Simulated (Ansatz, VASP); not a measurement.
# TiAl3 in VASP and in Ansatz

```
CELL_PARAMETERS angstrom
3.95567 0.00000 0.00000
0.00000 3.95567 0.00000
0.00000 0.00000 7.91134
ATOMIC_POSITIONS crystal
Ti 0.00894 0.00894 0.00000
Ti 0.99106 0.99106 0.50000
Al 0.50777 0.50777 0.00000
Al 0.49223 0.49223 0.50000
Al 0.50000 0.00000 0.25000
Al 0.50000 0.00000 0.75000
Al 0.00000 0.50000 0.25000
Al 0.00000 0.50000 0.75000
```

Change from the starting cell: mode 4 (187.7 1/cm) frozen in, largest displacement +0.050 Å.

Alike in both runs: task single point; functional r2SCAN; k mesh 12 × 12 × 6; occupations gaussian, width 0.15 eV; no spin polarisation.

|  | VASP | Ansatz |
| --- | --- | --- |
| version | VASP 6.6.1 | Ansatz 0.2.0 |
| potentials or method | VASP PAW PBE potentials, release 64 (Ti_sv, Al), cutoff 520 eV | scalar-relativistic, plane waves, PAW |
| valence electrons in the cell | 42 | 42 |

|  | VASP | Ansatz | Ansatz less VASP |
| --- | --- | --- | --- |
| gap on the k mesh at the Fermi level (eV) | none | none | - |
| pressure (GPa) | 0.0 | 0.1 | +0.11 |
| traceless stress, the component that is largest in VASP (GPa) | 0.07 | 0.07 | +0.005 |
| rms of the force components (eV/Å) | 0.099 | 0.099 | 0.0000 |

VASP's potentials were made for PBE, not for r2SCAN. Atom by atom the forces differ by 0.000 eV/Å (rms over components). A gap of «none» marks a metal or a gap that the smearing closes.
